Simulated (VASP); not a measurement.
A run of VASP 6.6.1:

INCAR

```
  PREC = Accurate
  ENCUT = 520
  EDIFF = 1E-6
  ISMEAR = 0
  SIGMA = 0.2
  LREAL = F
  LASPH = T
  NELM = 100
  ALGO = Normal
  ISIF = 2
  LWAVE = F
  LCHARG = F
  GGA = PE
  NBANDS = 44
```

The input KPOINTS:

```
Automatic mesh
0
Gamma
  6 6 1
```

Contents of POSCAR:

```
Al2As5
1.0
    3.9628278556     -0.0004558724     -0.0008664161
   -1.9818128228      3.4316098457      0.0014717023
   -0.0054449503      0.0075644992     23.7425389989
Al As
4 10
Direct
    0.0003520108     -0.0017664811      0.4241223588
    0.6666346517      0.3320855427      0.2831637127
    0.3330501546      0.6662916246      0.1421224375
    0.0000941671      0.0004240063      0.0011821816
    0.3336899309      0.6646138618      0.4618319008
    0.9999840455     -0.0013862356      0.3185831580
    0.6664012043      0.3328301003      0.1776310851
    0.3334127475      0.6669861993      0.0365481310
   -0.0004708833      0.0020073266      0.8947466822
    0.3326688711      0.6693686934      0.8441741649
    0.3331944809      0.6679329448      0.6929303852
    0.6667516928      0.3338417958      0.7460340968
    0.6670605386      0.3338075013      0.5546569669
    0.0005097208     -0.0003702135      0.6077727387
```

Potentials or basis: VASP PAW PBE potentials, release 64 (Al, As).

The run is started by

```sh
$ cat potpaw_PBE.64/Al/POTCAR potpaw_PBE.64/As/POTCAR > POTCAR
$ mpirun -np 1 vasp_std > vasp.out
```

Hardware: 1 thread of Oxide Virtual Turin-like Processor, with other jobs on the host.

Estimate the wall time of this run.

Wall time 8.2 min on 1 thread of Oxide Virtual Turin-like Processor, with other jobs on the host, peak memory 0.46 GiB. Counts: scf iterations 19, k points 20.
